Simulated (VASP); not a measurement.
# Cu2O in VASP: notebook, part 3 of 3

VASP 6.6.1. The steps go on from the part before.

### Step 5. Single point, PBE

This run uses another cell than the first one, of 13.50 Å³/atom.

Input file INCAR:

```
ALGO = Normal
EDIFF = 1E-6
ENCUT = 600
GGA = PE
GGA_COMPAT = F
ISIF = 2
ISMEAR = 0
LASPH = T
LCHARG = F
LREAL = F
LWAVE = F
NBANDS = 37
NELM = 120
PREC = Accurate
SIGMA = 0.02
```

Input file KPOINTS:

```
k-points
0
Gamma
  8 8 8
```

Input file POSCAR:

```
Cu2O
1.0
    4.2982410474      0.0000000000      0.0000000000
    0.0000000000      4.2982410474      0.0000000000
    0.0000000000      0.0000000000      4.3842058684
Cu O
4 2
Direct
    0.2500000000      0.2500000000      0.2500000000
    0.2500000000      0.7500000000      0.7500000000
    0.7500000000      0.7500000000      0.2500000000
    0.7500000000      0.2500000000      0.7500000000
    0.0000000000      0.0000000000      0.0000000000
    0.5000000000      0.5000000000      0.5000000000
```

Potentials or basis: VASP PAW PBE potentials, release 64 (Cu, O).

Run with:

```sh
$ cat potpaw_PBE.64/Cu/POTCAR potpaw_PBE.64/O/POTCAR > POTCAR
$ mpirun -np 1 vasp_std > vasp.out
```

OUTCAR:

```text
EDIFF = 1E-6
   ENCUT = 600
   GGA = PE
   ISIF = 2
   ISMEAR = 0
   LASPH = T
   LREAL = F
   NELM = 120
   PREC = Accurate

 ion  position               nearest neighbor table
   1  0.250  0.250  0.250-   5 1.87   6 1.87
   2  0.250  0.750  0.750-   5 1.87   6 1.87
   3  0.750  0.750  0.250-   5 1.87   6 1.87
   4  0.750  0.250  0.750-   5 1.87   6 1.87
   5  0.000  0.000  0.000-   1 1.87   2 1.87   3 1.87   4 1.87
   6  0.500  0.500  0.500-   1 1.87   2 1.87   3 1.87   4 1.87

  LATTYP: Found a simple tetragonal cell.
 ALAT       =     4.2982410474
 C/A-ratio  =     1.0200000000

  Lattice vectors:

 A1 = (   4.2982410474,   0.0000000000,   0.0000000000)
 A2 = (   0.0000000000,   4.2982410474,   0.0000000000)
 A3 = (   0.0000000000,   0.0000000000,   4.3842058684)

Analysis of symmetry for initial positions (statically):
=====================================================================
 Subroutine PRICEL returns:
 Original cell was already a primitive cell.

 Routine SETGRP: Setting up the symmetry group for a
 simple tetragonal supercell.

 Subroutine GETGRP returns: Found 16 space group operations
 (whereof  8 operations were pure point group operations)
 out of a pool of 16 trial point group operations.

The static configuration has the point symmetry D_2d.
 The point group associated with its full space group is D_4h.

Analysis of symmetry for dynamics (positions and initial velocities):
=====================================================================
 Subroutine PRICEL returns:
 Original cell was already a primitive cell.

 Routine SETGRP: Setting up the symmetry group for a
 simple tetragonal supercell.

 Subroutine GETGRP returns: Found 16 space group operations
[... 130 lines left out ...]
   IMIX   =      4    mixing-type and parameters
     AMIX     =   0.40;   BMIX     =  1.00
     AMIX_MAG =   1.60;   BMIX_MAG =  1.00
  volume/ion in A,a.u.               =      13.50        91.10
  Fermi-wavevector in a.u.,A,eV,Ry     =   1.447594  2.735555 28.511383  2.095527
  Thomas-Fermi vector in A             =   2.565531
   LORBIT       =      0    0 simple, 1 ext, 2 COOP (PROOUT), +10 PAW based schemes
   GGA     = PE    functional components
   LHFCALC =     F    Hartree Fock is set to
   AEXX    =    0.0000 exact exchange contribution
   IVDW    =     0    specifies the selected vdW correction
   LEPSILON=     F    determine dielectric tensor
   LRPA    =     F    only Hartree local field effects (RPA)
 non-spin polarized calculation
 Gauss-broadening in eV      SIGMA  =   0.02
  energy-cutoff  :      600.00
  volume of cell :       81.00
 maximum number of plane-waves:      2741
 NGX is ok and might be reduce to    36
   NGX = 17   NGY = 17   NGZ = 17

 number of electron      55.9999981 magnetization

 Free energy of the ion-electron system (eV)
  ---------------------------------------------------
  ext. energy  EPLUGINS =         0.00000000
  ---------------------------------------------------
  free energy    TOTEN  =       -27.28881767 eV

  energy without entropy =      -27.28881767  energy(sigma->0) =      -27.28881767

 E-fermi :   4.4071     XC(G=0): -10.7961

 val. band max:        4.2764973666   @ k =   0.0000   0.0000   0.0000
 cond. band min:       4.6990781511   @ k =   0.0000   0.0000   0.0000
 fundamental gap:      0.4225807845
 Fermi energy:         4.4070749300

 k-point     1 :       0.0000    0.0000    0.0000
  band No.  band energies     occupation
      1     -15.5200      2.00000
      2     -14.8679      2.00000
      3      -2.6457      2.00000
      4      -2.5638      2.00000
      5      -2.5638      2.00000
      6      -0.3223      2.00000
[... 949 lines left out ...]
     36      12.7285      0.00000
     37      14.1791      0.00000

 [... further k-points ...]

------------------------ aborting loop because EDIFF is reached ----------------------------------------

  FORCE on cell =-STRESS in cart. coord.  units (eV):
  Direction    XX          YY          ZZ          XY          YZ          ZX
  --------------------------------------------------------------------------------------
  -------------------------------------------------------------------------------------
  Total       -0.7138510     -0.7138510     -0.9077451      0.0000000      0.0000000     -0.0000000
  in kB      -14.1203578    -14.1203578    -17.9556864      0.0000000      0.0000000     -0.0000000
  external PRESSURE =     -15.3988007 kB  Pullay stress =       0.0000000 kB

 VOLUME and BASIS-vectors are now :
 -----------------------------------------------------------------------------
  energy-cutoff  :      600.00
  volume of cell :       81.00
      direct lattice vectors                 reciprocal lattice vectors
     4.298241047  0.000000000  0.000000000     0.232653308  0.000000000  0.000000000
     0.000000000  4.298241047  0.000000000     0.000000000  0.232653308  0.000000000
     0.000000000  0.000000000  4.384205868     0.000000000  0.000000000  0.228091479

 POSITION                                       TOTAL-FORCE (eV/Angst)
 -----------------------------------------------------------------------------------
      1.07456      1.07456      1.09605         0.000000      0.000000     -0.000000
      1.07456      3.22368      3.28815        -0.000000     -0.000000      0.000000
      3.22368      3.22368      1.09605         0.000000     -0.000000     -0.000000
      3.22368      1.07456      3.28815         0.000000     -0.000000      0.000000
      0.00000      0.00000      0.00000         0.000000      0.000000     -0.000000
      2.14912      2.14912      2.19210         0.000000      0.000000     -0.000000
 -----------------------------------------------------------------------------------
    total drift:                                0.000000      0.000000      0.000000

  FREE ENERGIE OF THE ION-ELECTRON SYSTEM (eV)
  ---------------------------------------------------
  free  energy   TOTEN  =       -27.2888176653 eV

  energy  without entropy=      -27.2888176653  energy(sigma->0) =      -27.28881767
```

OSZICAR:

```text
N       E                     dE             d eps       ncg     rms          rms(c)
DAV:   1     0.564083955387E+03    0.56408E+03   -0.27384E+04  5550   0.261E+03
DAV:   2     0.682905578385E+02   -0.49579E+03   -0.47203E+03  5575   0.477E+02
DAV:   3    -0.267935113368E+02   -0.95084E+02   -0.90202E+02  7176   0.225E+02
DAV:   4    -0.332461281569E+02   -0.64526E+01   -0.63528E+01  8175   0.653E+01
DAV:   5    -0.333110067511E+02   -0.64879E-01   -0.64845E-01  7436   0.833E+00    0.183E+01
DAV:   6    -0.306283063610E+02    0.26827E+01   -0.53011E+01  7470   0.134E+02    0.127E+01
DAV:   7    -0.272187561697E+02    0.34096E+01   -0.13609E+01  7226   0.891E+01    0.318E+00
DAV:   8    -0.273186882514E+02   -0.99932E-01   -0.17866E+00  6628   0.747E+00    0.157E+00
DAV:   9    -0.272979543409E+02    0.20734E-01   -0.11475E-01  7648   0.432E+00    0.724E-01
DAV:  10    -0.272898668581E+02    0.80875E-02   -0.44435E-02  7671   0.335E+00    0.285E-01
DAV:  11    -0.272888774307E+02    0.98943E-03   -0.62532E-03  8997   0.901E-01    0.724E-02
DAV:  12    -0.272888111540E+02    0.66277E-04   -0.83798E-04  7467   0.291E-01    0.208E-02
DAV:  13    -0.272888188507E+02   -0.76967E-05   -0.10476E-04  7505   0.164E-01    0.895E-03
DAV:  14    -0.272888177991E+02    0.10516E-05   -0.11956E-05  6537   0.691E-02    0.269E-03
DAV:  15    -0.272888176653E+02    0.13380E-06   -0.18973E-06  3837   0.182E-02
   1 F= -.27288818E+02 E0= -.27288818E+02  d E =-.135477E-22
```

stdout:

```text
POSCAR found type information on POSCAR CuO
 POSCAR found :  2 types and       6 ions
 scaLAPACK will be used
 LDA part: xc-table for (Slater+PW92), standard interpolation
 POSCAR, INCAR and KPOINTS ok, starting setup
 FFT: planning ... GRIDC
 FFT: planning ... GRID_SOFT
 FFT: planning ... GRID
 WAVECAR not read
 entering main loop
```

Wall time 6.8 min (1 thread of Intel Xeon 8259CL, shared host); peak memory 0.35 GiB.

What came out:

```yaml
Free_energy: -27.2888 eV
Pressure: -1.5 GPa
Band_gap_on_the_k_mesh: 0.42 eV
```

Levels at points of the mesh, in eV from the valence-band top:
```tsv
k point	band 26	band 27	band 28	band 29	band 30	band 31
(0.00, 0.00, 0.00)	-0.05	0.00	0.00	0.42	1.31	1.48
(0.50, 0.00, 0.00)	-1.13	-0.39	-0.39	2.15	2.15	4.24
(0.50, 0.50, 0.00)	-1.15	-0.61	-0.61	1.88	1.88	3.77
(0.00, 0.00, 0.50)	-1.13	-0.36	-0.36	2.13	2.13	4.26
(0.50, 0.00, 0.50)	-1.15	-0.63	-0.63	1.89	1.89	3.74
(0.50, 0.50, 0.50)	-0.55	-0.55	-0.54	2.44	2.56	2.56
```

A k mesh can miss the band edges.

### Step 6. Summary

```csv
spin,cell,k mesh,smearing,gap on the mesh (eV),pressure (GPa)
off,"a = 4.298 Å, 6 atoms",8 × 8 × 8,gaussian 0.02 eV,0.48,0.6
collinear,"a = 4.260 Å, 6 atoms",4 × 4 × 4,gaussian 0.1 eV,0.54,4.1
off,"a = 4.298, b = 4.298, c = 4.384 Å, 6 atoms",8 × 8 × 8,gaussian 0.02 eV,0.42,-1.5
```

Alike in all rows: task single point; level PBE; potentials or basis VASP PAW PBE potentials, release 64 (Cu, O); cutoff (eV) 600.

Caveats: the cell stands under pressure (at least some runs).

Total energies depend on the potentials used, so only differences within one code and one set of settings carry meaning.

### Step 7. Against experiment

Step 2. A measured gap of Cu2O is 2.17 eV (direct; quoted in “Importance of surface oxygen vacancies for ultrafast hot carrier relaxation and transport in Cu2O”, 2021, arxiv:2103.03167); the calculated 0.48 eV misses it by -1.69 eV. So large a miss can be the level of theory's own, or it may mean another phase, state or a wrong row. The value is that of PBE on a finite k mesh, which can miss the band edges, without temperature or zero-point motion. Semilocal functionals fall short of measured gaps as a rule.
